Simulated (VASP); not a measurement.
# FeGe (P1) in VASP: notebook, part 2 of 2

VASP 6.6.1. The steps go on from the part before.

**3. Single point, r2SCAN, collinear spin, ferromagnetic start**

POSCAR

```
FeGe
1.0
    3.0161688700      0.0000000000      0.0000000000
    0.0000000000      3.0161688700      0.0000000000
    0.0000000000      0.0000000000      3.0161688700
Fe Ge
1 1
Direct
    0.0000000000      0.0000000000      0.0000000000
    0.4633440200      0.4507515000      0.4535288900
```

INCAR.step1

```
  PREC = Accurate
  ENCUT = 520
  ISMEAR = 0
  SIGMA = 0.05
  LREAL = False
  LASPH = True
  NELM = 150
  ISPIN = 2
  MAGMOM = 2 0
  LMAXMIX = 4
  NBANDS = 22
  GGA = PE
  ALGO = Normal
  EDIFF = 1E-4
  LWAVE = True
  LCHARG = False
```

INCAR.step2

```
  PREC = Accurate
  ENCUT = 520
  EDIFF = 1E-6
  ISMEAR = 0
  SIGMA = 0.05
  LREAL = False
  LASPH = True
  NELM = 150
  ALGO = Normal
  ISIF = 2
  LWAVE = False
  LCHARG = False
  ISPIN = 2
  MAGMOM = 2 0
  LORBIT = 11
  LMAXMIX = 4
  METAGGA = R2SCAN
  LMIXTAU = True
  NBANDS = 22
  ISTART = 1
```

KPOINTS

```
Automatic mesh
0
Gamma
  3 3 3
```

Potentials or basis: VASP PAW PBE potentials, release 64 (Fe, Ge_d).

Launch:

```console
cat potpaw_PBE.64/Fe/POTCAR potpaw_PBE.64/Ge_d/POTCAR > POTCAR
cp INCAR.step1 INCAR
mpirun -np 1 vasp_std > vasp.out
cp INCAR.step2 INCAR
mpirun -np 1 vasp_std > vasp.out
```

OUTCAR:

```text
PREC = Accurate
   ENCUT = 520
   EDIFF = 1E-6
   ISMEAR = 0
   LREAL = False
   LASPH = True
   NELM = 150
   ISIF = 2
   ISPIN = 2
   LORBIT = 11
   METAGGA = R2SCAN
   ISTART = 1

 ion  position               nearest neighbor table
   1  0.000  0.000  0.000-   2 2.38   2 2.52   2 2.55   2 2.56   2 2.68   2 2.69   2 2.72   2 2.84

   2  0.463  0.451  0.454-   1 2.38   1 2.52   1 2.55   1 2.56   1 2.68   1 2.69   1 2.72   1 2.84

  LATTYP: Found a simple cubic cell.
 ALAT       =     3.0161688700

  Lattice vectors:

 A1 = (   3.0161688700,   0.0000000000,   0.0000000000)
[... 904 lines left out ...]

 VOLUME and BASIS-vectors are now :
 -----------------------------------------------------------------------------
  energy-cutoff  :      520.00
  volume of cell :       27.44
      direct lattice vectors                 reciprocal lattice vectors
     3.016168870  0.000000000  0.000000000     0.331546423  0.000000000  0.000000000
     0.000000000  3.016168870  0.000000000     0.000000000  0.331546423  0.000000000
     0.000000000  0.000000000  3.016168870     0.000000000  0.000000000  0.331546423

 POSITION                                       TOTAL-FORCE (eV/Angst)
 -----------------------------------------------------------------------------------
      0.00000      0.00000      0.00000        -0.201281     -0.254107     -0.244771
      1.39752      1.35954      1.36792         0.201281      0.254107      0.244771
 -----------------------------------------------------------------------------------
    total drift:                               -0.007001      0.006963      0.005654

  FREE ENERGIE OF THE ION-ELECTRON SYSTEM (eV)
  ---------------------------------------------------
  free  energy   TOTEN  =       -27.2539785447 eV

  energy  without entropy=      -27.2539785447  energy(sigma->0) =      -27.25397854

 total charge

# of ion       s       p       d       tot
------------------------------------------
    1        0.367   0.419   6.413   7.199
    2        1.067   1.160  10.099  12.327
--------------------------------------------------
tot          1.434   1.579  16.512  19.526

 magnetization (x)

# of ion       s       p       d       tot
------------------------------------------
    1        0.000  -0.000  -0.000  -0.000
    2       -0.000   0.000   0.000   0.000
--------------------------------------------------
tot         -0.000   0.000  -0.000  -0.000
```

OUTCAR.step1:

```text
PREC = Accurate
   ENCUT = 520
   ISMEAR = 0
   LREAL = False
   LASPH = True
[... 932 lines left out ...]
      0.00000      0.00000      0.00000        -0.254952     -0.316202     -0.303728
      1.39752      1.35954      1.36792         0.254952      0.316202      0.303728
 -----------------------------------------------------------------------------------
    total drift:                                0.000916     -0.000769     -0.001155

  FREE ENERGIE OF THE ION-ELECTRON SYSTEM (eV)
  ---------------------------------------------------
  free  energy   TOTEN  =       -12.5041163553 eV

  energy  without entropy=      -12.5041163553  energy(sigma->0) =      -12.50411636
```

Wall time 2.3 min (1 thread of AMD EPYC 7R13, shared host); peak memory 0.13 GiB.

What came out:

| Item | Value |
| --- | --- |
| Free energy | -27.2540 eV |
| Pressure | -21.6 GPa |
| Largest force | 0.406 eV/Å |
| Band gap on the k mesh | 0.63 eV, indirect (least direct gap 0.77 eV) |
| Net moment | 0.00 μB per cell |
| Valence electrons inside the program's atomic spheres | Fe 7.20; Ge 12.33 |

Forces in eV/Å, atoms in the order of the input:
```
Fe  -0.201 -0.254 -0.245
Ge   0.201  0.254  0.245
```

Levels at points of the mesh, in eV from the valence-band top:
Spin up:
```
           k point  band 7  band 8  band 9  band 10  band 11  band 12  band 13  band 14  band 15  band 16
(0.00, 0.00, 0.00)   -1.85   -1.85   -0.17    -0.04    -0.03     3.56     3.60     3.63     9.22     9.82
```
Spin down:
| k point | band 8 | band 9 | band 10 | band 11 | band 12 | band 13 | band 14 | band 15 |
| --- | --- | --- | --- | --- | --- | --- | --- | --- |
| (0.00, 0.00, 0.00) | -1.85 | -0.17 | -0.04 | -0.03 | 3.56 | 3.60 | 3.63 | 9.22 |

Caveat: the k points lie up to 0.69 Å⁻¹ apart; the starting moments collapsed, and a magnetic state may lie lower; the PAW data sets were made with another functional, which shifts forces and pressure a little. A k mesh can miss the band edges.

**4. Single point, r2SCAN, collinear spin, ferromagnetic start**

POSCAR

```
FeGe
1.0
    3.0161717160      0.0000000000      0.0000000000
    0.0000000000      3.0161717160      0.0000000000
    0.0000000000      0.0000000000      3.0161717160
Fe Ge
1 1
Direct
    0.0000000000      0.0000000000      0.0000000000
    0.4633440200      0.4507515000      0.4535288900
```

INCAR.step1

```
SYSTEM = FeGe
PREC     = Accurate       ! precision mode
ENCUT    = 520            ! plane-wave cutoff, eV
ISMEAR   = 0              ! smearing method
SIGMA    = 0.05           ! smearing width, eV
LREAL    = .FALSE.        ! projectors in reciprocal space
LASPH    = .TRUE.         ! aspherical terms in the spheres
NELM     = 150            ! most SCF steps
ISPIN    = 2              ! spin polarisation
MAGMOM   = 4 0            ! initial moments
LMAXMIX  = 4              ! l up to which the mixer works
NBANDS   = 22             ! bands
GGA      = PE             ! functional
ALGO     = Normal         ! electronic algorithm
EDIFF    = 1E-4           ! SCF threshold, eV
LWAVE    = .TRUE.         ! write WAVECAR
LCHARG   = .FALSE.        ! write CHGCAR
```

INCAR.step2

```
SYSTEM = FeGe
PREC     = Accurate       ! precision mode
ENCUT    = 520            ! plane-wave cutoff, eV
EDIFF    = 1E-7           ! SCF threshold, eV
ISMEAR   = 0              ! smearing method
SIGMA    = 0.05           ! smearing width, eV
LREAL    = .FALSE.        ! projectors in reciprocal space
LASPH    = .TRUE.         ! aspherical terms in the spheres
NELM     = 150            ! most SCF steps
ALGO     = Normal         ! electronic algorithm
ISIF     = 2              ! what is computed and relaxed
LWAVE    = .FALSE.        ! write WAVECAR
LCHARG   = .TRUE.         ! write CHGCAR
ISPIN    = 2              ! spin polarisation
MAGMOM   = 4 0            ! initial moments
LORBIT   = 11             ! projections on sites
LMAXMIX  = 4              ! l up to which the mixer works
METAGGA  = R2SCAN         ! meta-GGA
LMIXTAU  = .TRUE.       
LELF     = .TRUE.         ! ELF
LVHAR    = .TRUE.       
NBANDS   = 22             ! bands
ISTART   = 1
```

KPOINTS

```
regular mesh
0
G
  3 3 3
  0 0 0
```

Launch:

```console
cat potpaw_PBE.64/Fe/POTCAR potpaw_PBE.64/Ge_d/POTCAR > POTCAR
cp INCAR.step1 INCAR
mpirun -np 1 vasp_std > vasp.out
cp INCAR.step2 INCAR
mpirun -np 1 vasp_std > vasp.out
```

Wall time 82 s (1 thread of Intel Xeon 6975P-C (Granite Rapids), shared host); peak memory 0.16 GiB.

It converged, with:

* Free energy: -27.4586 eV
* Pressure: -4.8 GPa
* Largest force: 0.944 eV/Å
* Net moment: 1.93 μB per cell
* Site moments: Fe +1.97; Ge -0.01 μB
* Valence electrons inside the program's atomic spheres: Fe 7.13; Ge 12.42

Forces in eV/Å, atoms in the order of the input:
```
Fe  -0.461 -0.596 -0.568
Ge   0.461  0.596  0.568
```

Stress tensor (GPa, compression positive):
```
-4.41  2.38  2.29
 2.38 -4.98  3.05
 2.29  3.05 -5.00
```

Levels at points of the mesh, in eV from the Fermi level:
Spin up:
| k point | band 9 | band 10 | band 11 | band 12 | band 13 | band 14 | band 15 | band 16 |
| --- | --- | --- | --- | --- | --- | --- | --- | --- |
| (0.00, 0.00, 0.00) | -1.72 | -1.68 | -1.67 | 3.13 | 3.19 | 3.23 | 8.52 | 9.11 |
Spin down:
| k point | band 8 | band 9 | band 10 | band 11 | band 12 | band 13 |
| --- | --- | --- | --- | --- | --- | --- |
| (0.00, 0.00, 0.00) | -1.25 | 0.16 | 0.40 | 0.42 | 3.28 | 3.34 |

Caveat: the k points lie up to 0.69 Å⁻¹ apart; the PAW data sets were made with another functional, which shifts forces and pressure a little.

**5. Single point, r2SCAN, collinear spin, ferromagnetic start**

POSCAR

```
FeGe
1.0
    3.0161728010      0.0000000000      0.0000000000
    0.0000000000      3.0161728010      0.0000000000
    0.0000000000      0.0000000000      3.0161728010
Fe Ge
1 1
Direct
    0.0000000000      0.0000000000      0.0000000000
    0.4633440200      0.4507515000      0.4535288900
```

INCAR.step1

```
  ALGO = Normal
  EDIFF = 1E-4
  ENCUT = 520
  GGA = PE
  ISMEAR = 0
  ISPIN = 2
  LASPH = True
  LCHARG = False
  LMAXMIX = 4
  LREAL = False
  LWAVE = True
  MAGMOM = 4 0
  NBANDS = 22
  NELM = 150
  PREC = Accurate
  SIGMA = 0.05
```

INCAR.step2

```
  ALGO = Normal
  EDIFF = 1E-6
  ENCUT = 520
  ISIF = 2
  ISMEAR = 0
  ISPIN = 2
  ISTART = 1
  LASPH = True
  LCHARG = False
  LMAXMIX = 4
  LMIXTAU = True
  LORBIT = 11
  LREAL = False
  LWAVE = False
  MAGMOM = 4 0
  METAGGA = R2SCAN
  NBANDS = 22
  NELM = 150
  PREC = Accurate
  SIGMA = 0.05
```

KPOINTS

```
k-points
0
Gamma
  3 3 3
```

Potentials or basis: VASP PAW PBE potentials, release 64 (Fe, Ge_d).

Launch:

```console
cat potpaw_PBE.64/Fe/POTCAR potpaw_PBE.64/Ge_d/POTCAR > POTCAR
cp INCAR.step1 INCAR
mpirun -np 1 vasp_std > vasp.out
cp INCAR.step2 INCAR
mpirun -np 1 vasp_std > vasp.out
```

OUTCAR:

```text
EDIFF = 1E-6
   ENCUT = 520
   ISIF = 2
   ISMEAR = 0
   ISPIN = 2
   ISTART = 1
   LASPH = True
   LORBIT = 11
   LREAL = False
   METAGGA = R2SCAN
   NELM = 150
   PREC = Accurate

 ion  position               nearest neighbor table
   1  0.000  0.000  0.000-   2 2.38   2 2.52   2 2.55   2 2.56   2 2.68   2 2.69   2 2.72   2 2.84

   2  0.463  0.451  0.454-   1 2.38   1 2.52   1 2.55   1 2.56   1 2.68   1 2.69   1 2.72   1 2.84

  LATTYP: Found a simple cubic cell.
 ALAT       =     3.0161728010

  Lattice vectors:

 A1 = (   3.0161728010,   0.0000000000,   0.0000000000)
[... 901 lines left out ...]
  external PRESSURE =     -47.8457862 kB  Pullay stress =       0.0000000 kB

 VOLUME and BASIS-vectors are now :
 -----------------------------------------------------------------------------
  energy-cutoff  :      520.00
  volume of cell :       27.44
      direct lattice vectors                 reciprocal lattice vectors
     3.016172801  0.000000000  0.000000000     0.331545991  0.000000000  0.000000000
     0.000000000  3.016172801  0.000000000     0.000000000  0.331545991  0.000000000
     0.000000000  0.000000000  3.016172801     0.000000000  0.000000000  0.331545991

 POSITION                                       TOTAL-FORCE (eV/Angst)
 -----------------------------------------------------------------------------------
      0.00000      0.00000      0.00000        -0.461051     -0.596105     -0.568622
      1.39753      1.35954      1.36792         0.461051      0.596105      0.568622
 -----------------------------------------------------------------------------------
    total drift:                               -0.005605      0.005659      0.004834

  FREE ENERGIE OF THE ION-ELECTRON SYSTEM (eV)
  ---------------------------------------------------
  free  energy   TOTEN  =       -27.4585719469 eV

  energy  without entropy=      -27.4567196242  energy(sigma->0) =      -27.45764579

 total charge

# of ion       s       p       d       tot
------------------------------------------
    1        0.389   0.409   6.333   7.130
    2        1.139   1.204  10.078  12.421
--------------------------------------------------
tot          1.528   1.613  16.410  19.551

 magnetization (x)

# of ion       s       p       d       tot
------------------------------------------
    1        0.010   0.009   1.951   1.970
    2        0.049  -0.043  -0.011  -0.005
--------------------------------------------------
tot          0.059  -0.034   1.939   1.965
```

OUTCAR.step1:

```text
EDIFF = 1E-4
   ENCUT = 520
   GGA = PE
   ISMEAR = 0
   ISPIN = 2
[... 929 lines left out ...]
 -----------------------------------------------------------------------------------
      0.00000      0.00000      0.00000        -0.485105     -0.622285     -0.593785
      1.39753      1.35954      1.36792         0.485105      0.622285      0.593785
 -----------------------------------------------------------------------------------
    total drift:                                0.000825     -0.000764     -0.001314

  FREE ENERGIE OF THE ION-ELECTRON SYSTEM (eV)
  ---------------------------------------------------
  free  energy   TOTEN  =       -12.4209441323 eV

  energy  without entropy=      -12.4198386842  energy(sigma->0) =      -12.42039141
```

OSZICAR.step1:

```text
N       E                     dE             d eps       ncg     rms          rms(c)
DAV:   1     0.129691840068E+03    0.12969E+03   -0.10378E+04  1506   0.256E+03
DAV:   2     0.976381016096E+00   -0.12872E+03   -0.12091E+03  1250   0.411E+02
DAV:   3    -0.133340028440E+02   -0.14310E+02   -0.14008E+02  1346   0.949E+01
DAV:   4    -0.136376674711E+02   -0.30366E+00   -0.30353E+00  1448   0.150E+01
DAV:   5    -0.136411476296E+02   -0.34802E-02   -0.34799E-02  1454   0.163E+00    0.124E+01
DAV:   6    -0.152283611765E+02   -0.15872E+01   -0.28723E+01  1526   0.493E+01    0.195E+01
DAV:   7    -0.124436331849E+02    0.27847E+01   -0.13545E+01  1490   0.369E+01    0.355E+00
DAV:   8    -0.124164647519E+02    0.27168E-01   -0.27971E-01  1754   0.419E+00    0.128E+00
DAV:   9    -0.124218328418E+02   -0.53681E-02   -0.43239E-02  1802   0.164E+00    0.677E-01
DAV:  10    -0.124213428831E+02    0.48996E-03   -0.51773E-03  1710   0.527E-01    0.269E-01
DAV:  11    -0.124209607848E+02    0.38210E-03   -0.10079E-03  1632   0.288E-01    0.124E-01
DAV:  12    -0.124209441323E+02    0.16652E-04   -0.14971E-04  1098   0.103E-01
   1 F= -.12420944E+02 E0= -.12420391E+02  d E =-.110545E-02  mag=     1.8524
```

Run time: 68 s. Hardware: 1 thread of Intel Xeon 6975P-C (Granite Rapids), shared host; peak memory 0.16 GiB.

What came out:

| Quantity | Value |
| --- | --- |
| Free energy | -27.4586 eV |
| Pressure | -4.8 GPa |
| Largest force | 0.944 eV/Å |
| Net moment | 1.93 μB per cell |
| Site moments | Fe +1.97; Ge -0.01 μB |
| Valence electrons inside the program's atomic spheres | Fe 7.13; Ge 12.42 |

Forces on the atoms (eV/Å):
```
Fe  -0.461 -0.596 -0.569
Ge   0.461  0.596  0.569
```

Stress tensor (GPa, compression positive):
```
-4.41  2.39  2.29
 2.39 -4.97  3.05
 2.29  3.05 -4.98
```

Caveat: the k points lie up to 0.69 Å⁻¹ apart; the PAW data sets were made with another functional, which shifts forces and pressure a little.
